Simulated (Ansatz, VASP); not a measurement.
**Au: VASP beside Ansatz**

File INCAR:

```
PREC = Accurate
ENCUT = 520
EDIFF = 1E-6
ISMEAR = 0
SIGMA = 0.15
LREAL = False
LASPH = True
NELM = 100
ALGO = Fast
ISIF = 2
LWAVE = False
LCHARG = False
GGA = PS
NBANDS = 12
```

KPOINTS

```
regular mesh
0
Gamma
  26 26 26
```

File POSCAR:

```
Au
1.0
   -1.5805465595      1.5805465595      1.5805465595
    1.5805465595     -1.5805465595      1.5805465595
    1.5805465595      1.5805465595     -1.5805465595
Au
1
Direct
    0.0000000000      0.0000000000      0.0000000000
```

Input for Ansatz:

```yaml
crystal:
  lattice:
    - [-1.5805465595, 1.5805465595, 1.5805465595]
    - [1.5805465595, -1.5805465595, 1.5805465595]
    - [1.5805465595, 1.5805465595, -1.5805465595]
  atoms:
    - { symbol: Au, position: [0.0, 0.0, 0.0] }
basis:
  ecutwfc: 420
kpoints:
  mp_grid: { grid: [26, 26, 26] }
hamiltonian:
  xc: pbesol
scf:
  occupations: { method: gaussian, width: 0.15 }
output:
  forces: true
  stress: true
  eigenvalues: true
```

Change from the starting cell: strain -0.025 along x and y, -0.025 along z, atoms carried along.

Alike in both runs: task single point; functional PBEsol; k mesh 26 × 26 × 26; occupations gaussian, width 0.15 eV; no spin polarisation.

|  | VASP | Ansatz |
| --- | --- | --- |
| version | VASP 6.6.1 | Ansatz 0.2.0 |
| potentials or method | VASP PAW PBE potentials, release 64 (Au), cutoff 520 eV | scalar-relativistic, plane waves, PAW |
| valence electrons in the cell | 11 | 19 |

VASP gave:

| Quantity | Value |
| --- | --- |
| gap on the k mesh at the Fermi level (eV) | none |
| pressure (GPa) | 16.3 |

Q: What did Ansatz give for the same quantities?

A: gap on the k mesh at the Fermi level (eV): none; pressure (GPa): 16.6.

VASP's potentials were made for PBE, not for PBEsol. A gap of «none» marks a metal or a gap that the smearing closes. With one functional, cell and mesh, what is left measures potentials, basis and numerics. VASP's potentials hold 11 valence electrons a cell and Ansatz's 19, so a difference there can come from the potentials and not from the codes.

Spin-orbit coupling is off throughout.
